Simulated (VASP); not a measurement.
A run of VASP 6.6.1 is set up as follows.

Contents of INCAR:

```
ALGO = Normal ; EDIFF = 1E-6
ENCUT = 520 ; GGA = PE
ISIF = 2 ; ISMEAR = -1
LASPH = True ; LCHARG = True
LELF = True ; LREAL = False
LVHAR = True ; LWAVE = False
NBANDS = 16 ; NELM = 80
PREC = Accurate ; SIGMA = 0.1
```

File KPOINTS:

```
k-points
0
Gamma
  7 7 4
```

POSCAR

```
NaLa
1.0
    3.6301341530      0.0000000000      0.0000000000
   -1.8150665732      3.1437884173      0.0000000000
    0.0000000000      0.0000000000      6.5267222050
Na La
1 1
Direct
    0.0000000000      0.0000000000      0.0000000000
    0.3333333333      0.6666666667      0.5000000000
```

Potentials or basis: VASP PAW PBE potentials, release 64 (Na_pv, La).

Launch:

```bash
$ cat potpaw_PBE.64/Na_pv/POTCAR potpaw_PBE.64/La/POTCAR > POTCAR
$ mpirun -np 1 vasp_std > vasp.out
```

Q: Predict the band gap on the k mesh.

A: Zero (band 9 reaches 4.49 eV, above the bottom of band 10 at 3.82 eV).

Q: What does it give for the pressure?

A: -0.5 GPa.

Stress tensor (GPa, compression positive):
```
-0.73  0.00  0.00
 0.00 -0.73  0.00
 0.00  0.00 -0.04
```

Caveat: spin-orbit coupling is left out, which moves the levels of the heavy elements.
